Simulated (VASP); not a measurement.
# Cd8H (Fm-3m) in VASP: further runs

Cd8H is run at these levels: PBE; tasks: single point, relaxation of cell and atoms.

Program: VASP 6.6.1. These are calculated values, not measurements. Logs are shortened: lines on timing, memory, paths and dates and some standing lists are left out, and cuts for length are marked.

### Step 1. The cell of the first run

Symmetry: Fm-3m, No. 225, cubic system. Conventional cell: a = 9.089 Å, b = 9.089 Å, c = 9.089 Å, α = 90.00°, β = 90.00°, γ = 90.00°. Within 4.2 Å of Cd (site symmetry -43m) lie 12 Cd at 3.21 Å and 4 H at 3.94 Å. Within 3.0 Å of Cd (site symmetry 4mm) lie 1 H at 2.30 Å. H (site symmetry m-3m) has 6 Cd at 2.30 Å within 3.0 Å.

### Step 2. Single point, PBE

File INCAR:

```
SYSTEM = Cd8H
PREC     = Accurate       ! precision mode
ENCUT    = 520            ! plane-wave cutoff, eV
EDIFF    = 1E-6           ! SCF threshold, eV
ISMEAR   = 0              ! smearing method
SIGMA    = 0.1            ! smearing width, eV
LREAL    = .FALSE.        ! projectors in reciprocal space
LASPH    = .TRUE.         ! aspherical terms in the spheres
NELM     = 60             ! most SCF steps
ALGO     = Normal         ! electronic algorithm
ISIF     = 2              ! what is computed and relaxed
LWAVE    = .FALSE.        ! write WAVECAR
LCHARG   = .FALSE.        ! write CHGCAR
GGA      = PE             ! functional
NBANDS   = 58             ! bands
```

File KPOINTS:

```
Automatic mesh
0
G
  4 4 4
  0 0 0
```

File POSCAR:

```
Cd8H
1.0
    0.0000000000      4.5444750947      4.5444750947
    4.5444750947      0.0000000000      4.5444750947
    4.5444750947      4.5444750947      0.0000000000
Cd H
8 1
Direct
    0.0000000000      0.0000000000      0.0000000000
   -0.0036016974     -0.0036016974      0.5036016974
   -0.0036016974      0.5036016974     -0.0036016974
   -0.0036016974      0.5036016974      0.5036016974
    0.5036016974     -0.0036016974     -0.0036016974
    0.5036016974     -0.0036016974      0.5036016974
    0.5036016974      0.5036016974     -0.0036016974
    0.5000000000      0.5000000000      0.5000000000
    0.2500000000      0.2500000000      0.2500000000
```

Potentials or basis: VASP PAW PBE potentials, release 64 (Cd, H).

Started as:

```sh
$ cat potpaw_PBE.64/Cd/POTCAR potpaw_PBE.64/H/POTCAR > POTCAR
$ mpirun -np 1 vasp_std > vasp.out
```

OUTCAR:

```text
SYSTEM = Cd8H
   PREC = Accurate
   ENCUT = 520
   EDIFF = 1E-6
   ISMEAR = 0
   LREAL = .FALSE.
   LASPH = .TRUE.
   NELM = 60
   ISIF = 2
   GGA = PE

 ion  position               nearest neighbor table
   1  0.000  0.000  0.000-   5 3.21   6 3.21   7 3.21   3 3.21   4 3.21   7 3.21   2 3.21   4 3.21
                             6 3.21   2 3.21   3 3.21   5 3.21
   2  0.996  0.996  0.504-   9 2.30   4 3.17   5 3.17   6 3.17   3 3.17   1 3.21   8 3.21   8 3.21
                             1 3.21   3 3.26   5 3.26   4 3.26   6 3.26
   3  0.996  0.504  0.996-   9 2.30   4 3.17   5 3.17   7 3.17   2 3.17   1 3.21   8 3.21   8 3.21
                             1 3.21   4 3.26   7 3.26   2 3.26   5 3.26
   4  0.996  0.504  0.504-   9 2.30   3 3.17   6 3.17   7 3.17   2 3.17   8 3.21   8 3.21   1 3.21
                             1 3.21   7 3.26   3 3.26   6 3.26   2 3.26
   5  0.504  0.996  0.996-   9 2.30   3 3.17   6 3.17   7 3.17   2 3.17   1 3.21   8 3.21   8 3.21
                             1 3.21   7 3.26   3 3.26   2 3.26   6 3.26
   6  0.504  0.996  0.504-   9 2.30   4 3.17   5 3.17   7 3.17   2 3.17   8 3.21   8 3.21   1 3.21
                             1 3.21   5 3.26   4 3.26   7 3.26   2 3.26
   7  0.504  0.504  0.996-   9 2.30   4 3.17   5 3.17   6 3.17   3 3.17   8 3.21   8 3.21   1 3.21
                             1 3.21   5 3.26   4 3.26   6 3.26   3 3.26
   8  0.500  0.500  0.500-   4 3.21   6 3.21   7 3.21   3 3.21   5 3.21   7 3.21   2 3.21   5 3.21
                             6 3.21   2 3.21   3 3.21   4 3.21
   9  0.250  0.250  0.250-   2 2.30   3 2.30   4 2.30   5 2.30   6 2.30   7 2.30

  LATTYP: Found a face centered cubic cell.
 ALAT       =     9.0889501894

  Lattice vectors:

 A1 = (   0.0000000000,   4.5444750947,   4.5444750947)
 A2 = (   4.5444750947,   0.0000000000,   4.5444750947)
 A3 = (   4.5444750947,   4.5444750947,   0.0000000000)

Analysis of symmetry for initial positions (statically):
=====================================================================
 Subroutine PRICEL returns:
 Original cell was already a primitive cell.

 Routine SETGRP: Setting up the symmetry group for a
 face centered cubic supercell.

 Subroutine GETGRP returns: Found 48 space group operations
 (whereof 24 operations were pure point group operations)
 out of a pool of 48 trial point group operations.

The static configuration has the point symmetry T_d .
 The point group associated with its full space group is O_h .

Analysis of symmetry for dynamics (positions and initial velocities):
=====================================================================
 Subroutine PRICEL returns:
 Original cell was already a primitive cell.

 Routine SETGRP: Setting up the symmetry group for a
 face centered cubic supercell.

 Subroutine GETGRP returns: Found 48 space group operations
 (whereof 24 operations were pure point group operations)
 out of a pool of 48 trial point group operations.

The dynamic configuration has the point symmetry T_d .
 The point group associated with its full space group is O_h .

 Subroutine INISYM returns: Found 48 space group operations
 (whereof 24 operations are pure point group operations),
 and found     1 'primitive' translations

----------------------------------------------------------------------------------------

                                     Primitive cell

  volume of cell :     187.7073

  direct lattice vectors                    reciprocal lattice vectors
     0.000000000  4.544475095  4.544475095    -0.110023708  0.110023708  0.110023708
     4.544475095  0.000000000  4.544475095     0.110023708 -0.110023708  0.110023708
     4.544475095  4.544475095  0.000000000     0.110023708  0.110023708 -0.110023708

  length of vectors
     6.426858313  6.426858313  6.426858313     0.190566652  0.190566652  0.190566652

  position of ions in fractional coordinates (direct lattice)
     0.000000000  0.000000000  0.000000000
     0.996398303  0.996398303  0.503601697
     0.996398303  0.503601697  0.996398303
     0.996398303  0.503601697  0.503601697
     0.503601697  0.996398303  0.996398303
     0.503601697  0.996398303  0.503601697
     0.503601697  0.503601697  0.996398303
     0.500000000  0.500000000  0.500000000
     0.250000000  0.250000000  0.250000000

  ion indices of the primitive-cell ions
   primitive index   ion index
                 1           1
                 2           2
                 3           3
                 4           4
                 5           5
                 6           6
                 7           7
                 8           8
                 9           9

----------------------------------------------------------------------------------------

 KPOINTS: Automatic mesh

Automatic generation of k-mesh.
 Grid dimensions read from file:
 generate k-points for:    4    4    4

 Generating k-lattice:

  Cartesian coordinates                     Fractional coordinates (reciprocal lattice)
    -0.027505927  0.027505927  0.027505927     0.250000000  0.000000000  0.000000000
     0.027505927 -0.027505927  0.027505927     0.000000000  0.250000000  0.000000000
     0.027505927  0.027505927 -0.027505927     0.000000000  0.000000000  0.250000000

  Length of vectors
     0.047641663  0.047641663  0.047641663

  Shift w.r.t. Gamma in fractional coordinates (k-lattice)
     0.000000000  0.000000000  0.000000000

 Subroutine IBZKPT returns following result:
 ===========================================

 Found      8 irreducible k-points:

 Following reciprocal coordinates:
            Coordinates               Weight
  0.000000  0.000000  0.000000      1.000000
  0.250000  0.000000  0.000000      8.000000
  0.500000  0.000000  0.000000      4.000000
  0.250000  0.250000  0.000000      6.000000
  0.500000  0.250000  0.000000     24.000000
 -0.250000  0.250000  0.000000     12.000000
  0.500000  0.500000  0.000000      3.000000
 -0.250000  0.500000  0.250000      6.000000
   k-points           NKPTS =      8   k-points in BZ     NKDIM =      8   number of bands    NBANDS=     58
   number of dos      NEDOS =    301   number of ions     NIONS =      9
   total plane-waves  NPLWV = 110592
   dimension x,y,z NGX =    48 NGY =   48 NGZ =   48
   dimension x,y,z NGXF=    96 NGYF=   96 NGZF=   96
   ions per type =               8   1
   NGX,Y,Z   is equivalent  to a cutoff of  12.42, 12.42, 12.42 a.u.
   NGXF,Y,Z  is equivalent  to a cutoff of  24.83, 24.83, 24.83 a.u.
 SYSTEM =  Cd8H
   PREC   = accura    normal or accurate (medium, high low for compatibility)
   ISTART =      0    job   : 0-new  1-cont  2-samecut
   ICHARG =      2    charge: 1-file 2-atom 10-const
   ISPIN  =      1    spin polarized calculation?
   LNONCOLLINEAR =      F non collinear calculations
   LSORBIT =      F    spin-orbit coupling
   LASPH  =      T    aspherical Exc in radial PAW
   ENCUT  =  520.0 eV  38.22 Ry    6.18 a.u.  11.95 11.95 11.95*2*pi/ulx,y,z
   NELM   =     60;   NELMIN=  2; NELMDL= -5     # of ELM steps
   EDIFF  = 0.1E-05   stopping-criterion for ELM
   LREAL  =      F    real-space projection
   EDIFFG = 0.1E-04   stopping-criterion for IOM
   NSW    =      0    number of steps for IOM
   IBRION =     -1    ionic relax: 0-MD 1-quasi-New 2-CG
   NFREE  =      0    steps in history (QN), initial steepest desc. (CG)
   ISIF   =      2    stress and relaxation
   ISYM   =      2    0-nonsym 1-usesym 2-fastsym
   POTIM  = 0.5000    time-step for ionic-motion
   TEBEG  =    0.0;   TEEND  =   0.0 temperature during run
   PSTRESS=    0.0 pullay stress
   NELECT =      97.0000    total number of electrons
   NUPDOWN=      -1.0000    fix difference up-down
   EMIN   =  10.00;   EMAX   =-10.00  energy-range for DOS
   EFERMI =   0.00;   METHOD = LEGACY
   ISMEAR =     0;   SIGMA  =   0.10  broadening in eV -4-tet -1-fermi 0-gaus
   EFERMI_NEDOS =   21; number of points for ismear=-14 and -15
   IALGO  =     38    algorithm
   IMIX   =      4    mixing-type and parameters
     AMIX     =   0.40;   BMIX     =  1.00
     AMIX_MAG =   1.60;   BMIX_MAG =  1.00
  volume/ion in A,a.u.               =      20.86       140.75
  Fermi-wavevector in a.u.,A,eV,Ry     =   1.313727  2.482583 23.481992  1.725878
  Thomas-Fermi vector in A             =   2.444029
   LORBIT       =      0    0 simple, 1 ext, 2 COOP (PROOUT), +10 PAW based schemes
   GGA     = PE    functional components
   LHFCALC =     F    Hartree Fock is set to
   AEXX    =    0.0000 exact exchange contribution
   IVDW    =     0    specifies the selected vdW correction
   LEPSILON=     F    determine dielectric tensor
   LRPA    =     F    only Hartree local field effects (RPA)
 non-spin polarized calculation
 Gauss-broadening in eV      SIGMA  =   0.10
  energy-cutoff  :      520.00
  volume of cell :      187.71
 maximum number of plane-waves:      5092
   NGX = 23   NGY = 23   NGZ = 23

 number of electron      97.0000000 magnetization

 Free energy of the ion-electron system (eV)
  ---------------------------------------------------
  ext. energy  EPLUGINS =         0.00000000
  ---------------------------------------------------
  free energy    TOTEN  =        -8.23400727 eV

  energy without entropy =       -8.22436151  energy(sigma->0) =       -8.22918439

 E-fermi :   2.4209     XC(G=0): -10.6973

 val. band max:        2.0879784950   @ k =   0.2500   0.0000   0.0000
 cond. band min:       2.4514097108   @ k =   0.2500   0.2500   0.0000
 fundamental gap:      0.3634312157
 Fermi energy:         2.4209453622

 k-point     1 :       0.0000    0.0000    0.0000
  band No.  band energies     occupation
      1      -7.4016      2.00000
      2      -7.0746      2.00000
      3      -7.0746      2.00000
      4      -7.0746      2.00000
      5      -6.9909      2.00000
      6      -6.9909      2.00000
[... 50 lines left out ...]
     57       8.7062      0.00000
     58       8.7062      0.00000

 k-point     2 :       0.2500    0.0000    0.0000
  band No.  band energies     occupation
      1      -7.2839      2.00000
      2      -6.9955      2.00000
      3      -6.9955      2.00000
      4      -6.9837      2.00000
      5      -6.8804      2.00000
      6      -6.8804      2.00000
[... 50 lines left out ...]
     57       7.0228      0.00000
     58       7.0228      0.00000

 k-point     3 :       0.5000    0.0000    0.0000
  band No.  band energies     occupation
      1      -7.1148      2.00000
      2      -6.8811      2.00000
      3      -6.8644      2.00000
      4      -6.8644      2.00000
      5      -6.8404      2.00000
      6      -6.8404      2.00000
[... 50 lines left out ...]
     57       8.2178      0.00000
     58       8.2349      0.00000

 k-point     4 :       0.2500    0.2500    0.0000
  band No.  band energies     occupation
      1      -7.2497      2.00000
      2      -6.9978      2.00000
      3      -6.9264      2.00000
      4      -6.9264      2.00000
      5      -6.8674      2.00000
      6      -6.8636      2.00000
[... 50 lines left out ...]
     57       6.9368      0.00000
     58       7.1883      0.00000

 k-point     5 :       0.5000    0.2500    0.0000
  band No.  band energies     occupation
      1      -7.0828      2.00000
      2      -6.8651      2.00000
      3      -6.7914      2.00000
      4      -6.7882      2.00000
      5      -6.7478      2.00000
      6      -6.7190      2.00000
[... 50 lines left out ...]
     57       7.1023      0.00000
     58       7.5575      0.00000

 k-point     6 :      -0.2500    0.2500    0.0000
  band No.  band energies     occupation
      1      -7.1352      2.00000
      2      -6.8836      2.00000
      3      -6.8674      2.00000
      4      -6.8651      2.00000
      5      -6.7905      2.00000
      6      -6.7789      2.00000
[... 50 lines left out ...]
     57       7.1653      0.00000
     58       7.4624      0.00000

 k-point     7 :       0.5000    0.5000    0.0000
  band No.  band energies     occupation
      1      -7.0563      2.00000
      2      -6.8148      2.00000
      3      -6.8041      2.00000
      4      -6.7039      2.00000
      5      -6.6448      2.00000
      6      -6.6338      2.00000
[... 50 lines left out ...]
     57       6.7418      0.00000
     58       6.7419      0.00000

 k-point     8 :      -0.2500    0.5000    0.2500
  band No.  band energies     occupation
      1      -7.0158      2.00000
      2      -6.7349      2.00000
      3      -6.7295      2.00000
      4      -6.7295      2.00000
      5      -6.7290      2.00000
      6      -6.6916      2.00000
[... 50 lines left out ...]
     57       7.2978      0.00000
     58       8.7367      0.00000

------------------------ aborting loop because EDIFF is reached ----------------------------------------

  FORCE on cell =-STRESS in cart. coord.  units (eV):
  Direction    XX          YY          ZZ          XY          YZ          ZX
  --------------------------------------------------------------------------------------
  -------------------------------------------------------------------------------------
  Total        0.3383391      0.3383391      0.3383391     -0.0000000      0.0000000     -0.0000000
  in kB        2.8878959      2.8878959      2.8878959     -0.0000000      0.0000000     -0.0000000
  external PRESSURE =       2.8878959 kB  Pullay stress =       0.0000000 kB

 VOLUME and BASIS-vectors are now :
 -----------------------------------------------------------------------------
  energy-cutoff  :      520.00
  volume of cell :      187.71
      direct lattice vectors                 reciprocal lattice vectors
     0.000000000  4.544475095  4.544475095    -0.110023708  0.110023708  0.110023708
     4.544475095  0.000000000  4.544475095     0.110023708 -0.110023708  0.110023708
     4.544475095  4.544475095  0.000000000     0.110023708  0.110023708 -0.110023708

 POSITION                                       TOTAL-FORCE (eV/Angst)
 -----------------------------------------------------------------------------------
      0.00000      0.00000      0.00000        -0.000000     -0.000000     -0.000000
      6.81671      6.81671      9.05621        -0.000000     -0.000000     -0.000326
      6.81671      9.05621      6.81671        -0.000000     -0.000326     -0.000000
      4.57721      6.81671      6.81671         0.000326     -0.000000     -0.000000
      9.05621      6.81671      6.81671        -0.000326     -0.000000     -0.000000
      6.81671      4.57721      6.81671        -0.000000      0.000326     -0.000000
      6.81671      6.81671      4.57721        -0.000000     -0.000000      0.000326
      4.54448      4.54448      4.54448        -0.000000     -0.000000     -0.000000
      2.27224      2.27224      2.27224        -0.000000     -0.000000     -0.000000
 -----------------------------------------------------------------------------------
    total drift:                                0.000000      0.000000      0.000000

  FREE ENERGIE OF THE ION-ELECTRON SYSTEM (eV)
  ---------------------------------------------------
  free  energy   TOTEN  =        -8.2340072702 eV

  energy  without entropy=       -8.2243615132  energy(sigma->0) =       -8.22918439
```

Run time: 66 s. Hardware: 1 thread of Intel Xeon Platinum 8488C (Sapphire Rapids), shared host; peak memory 0.34 GiB.

What came out:

* Free energy: -8.2340 eV
* Pressure: 0.3 GPa

### Step 3. Relaxation of cell and atoms, PBE

This run uses another cell than the first one, of 20.25 Å³/atom, 0.971 times its volume.

File INCAR:

```
SYSTEM = Cd8H
PREC = Accurate
ENCUT = 600
EDIFF = 1E-6
ISMEAR = 0
SIGMA = 0.1
LREAL = .FALSE.
LASPH = .TRUE.
NELM = 60
ALGO = Normal
ISIF = 3
LWAVE = .FALSE.
LCHARG = .FALSE.
GGA = PE
IBRION = 2
NSW = 90
EDIFFG = -0.0325
```

KPOINTS is that of step 2.

File POSCAR:

```
Cd8H
1.0
    0.0000000000      4.4999041710      4.4999041710
    4.4999041710      0.0000000000      4.4999041710
    4.4999041710      4.4999041710      0.0000000000
Cd H
8 1
Direct
    0.0000000000      0.0000000000      0.0000000000
    0.0000000000      0.0000000000      0.5000000000
    0.0000000000      0.5000000000      0.0000000000
    0.0000000000      0.5000000000      0.5000000000
    0.5000000000      0.0000000000      0.0000000000
    0.5000000000      0.0000000000      0.5000000000
    0.5000000000      0.5000000000      0.0000000000
    0.5000000000      0.5000000000      0.5000000000
    0.2500000000      0.2500000000      0.2500000000
```

Potentials or basis: VASP PAW PBE potentials, release 64 (Cd, H).

Started as:

```sh
$ cat potpaw_PBE.64/Cd/POTCAR potpaw_PBE.64/H/POTCAR > POTCAR
$ mpirun -np 1 vasp_std > vasp.out
```

Run time: 3.4 min. Hardware: 1 thread of Intel Xeon 6975P-C (Granite Rapids), shared host; peak memory 0.45 GiB.

Results (log left out):

* Free energy: -8.2279 eV
* Relaxed volume: 20.94 Å³/atom
* Relaxed cell: a = 6.436 Å, b = 6.436 Å, c = 6.436 Å, α = 60.00°, β = 60.00°, γ = 60.00°
* Space group after relaxing (to 0.05 Å): Fm-3m (No. 225)
* Energy gained by relaxing: 6.5 meV/atom
* Ionic steps: 5
* Pressure after relaxing: 0.0 GPa

Step by step:
| step | energy change (eV) | largest force (eV/Å) | pressure (GPa) | volume (Å³) |
| --- | --- | --- | --- | --- |
| 1 | 0.0000 | 0.2603 | 1.86 | 182.24 |
| 2 | -0.0512 | 0.1299 | 0.08 | 188.51 |
| 3 | -0.0524 | 0.1085 | -0.20 | 189.70 |
| 4 | -0.0562 | 0.0719 | -0.13 | 189.25 |
| 5 | -0.0589 | 0.0065 | 0.02 | 188.49 |

Final structure:
```yaml
crystal:
  lattice:
    - [0.00000, 4.55076, 4.55076]
    - [4.55076, 0.00000, 4.55076]
    - [4.55076, 4.55076, 0.00000]
  atoms:
    - { symbol: Cd, position: [0.00000, 0.00000, 0.00000] }
    - { symbol: Cd, position: [0.99654, 0.99654, 0.50346] }
    - { symbol: Cd, position: [0.99654, 0.50346, 0.99654] }
    - { symbol: Cd, position: [0.99654, 0.50346, 0.50346] }
    - { symbol: Cd, position: [0.50346, 0.99654, 0.99654] }
    - { symbol: Cd, position: [0.50346, 0.99654, 0.50346] }
    - { symbol: Cd, position: [0.50346, 0.50346, 0.99654] }
    - { symbol: Cd, position: [0.50000, 0.50000, 0.50000] }
    - { symbol: H, position: [0.25000, 0.25000, 0.25000] }
```

Levels at points of the mesh, in eV from the Fermi level:
| k point | band 45 | band 46 | band 47 | band 48 | band 49 | band 50 | band 51 | band 52 |
| --- | --- | --- | --- | --- | --- | --- | --- | --- |
| (0.00, 0.00, 0.00) | -2.03 | -1.53 | -1.53 | -1.53 | -1.43 | -0.71 | -0.71 | -0.71 |
| (0.50, 0.00, 0.00) | -2.37 | -2.37 | -2.36 | -2.36 | 0.49 | 1.55 | 1.67 | 1.67 |
| (0.50, 0.50, 0.00) | -3.91 | -3.84 | 0.59 | 1.63 | 1.69 | 1.85 | 1.85 | 2.03 |
